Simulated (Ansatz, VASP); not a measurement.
# One calculation of OsPd4, two programs

```
Pd Os
1.0
     4.57471    0.00000    0.00000
     0.00000    4.57471    0.00000
     0.00000    0.00000    4.57471
Pd Os
4 1
Direct
  0.29554 0.29554 0.29554
  0.70446 0.70446 0.29554
  0.29554 0.70446 0.70446
  0.70446 0.29554 0.70446
  0.00000 0.00000 0.00000
```

Change from the starting cell: species swapped into the SnI4 type (P-43m, No. 215).

Alike in both runs: task single point; functional PBE; k mesh 4 × 4 × 4; occupations gaussian, width 0.1 eV; collinear spin.

|  | VASP | Ansatz |
| --- | --- | --- |
| version | VASP 6.6.1 | Ansatz 0.2.0 |
| potentials or method | VASP PAW PBE potentials, release 64 (Pd, Os), cutoff 600 eV | scalar-relativistic, plane waves, PAW |
| valence electrons in the cell | 48 | 88 |

```csv
,VASP,Ansatz,Ansatz less VASP
gap on the k mesh at the Fermi level (eV),none,none,-
pressure (GPa),-0.8,-0.1,+0.64
rms of the force components (eV/Å),0.032,0.014,-0.0181
net moment per atom (μB),0.00,0.00,0.000
```

Atom by atom the forces differ by 0.018 eV/Å (rms over components). A gap of «none» marks a metal or a gap that the smearing closes. VASP's potentials hold 48 valence electrons a cell and Ansatz's 88, so a difference there can come from the potentials and not from the codes. Ansatz's warnings: seeded moment not kept.

Spin-orbit coupling is off throughout.
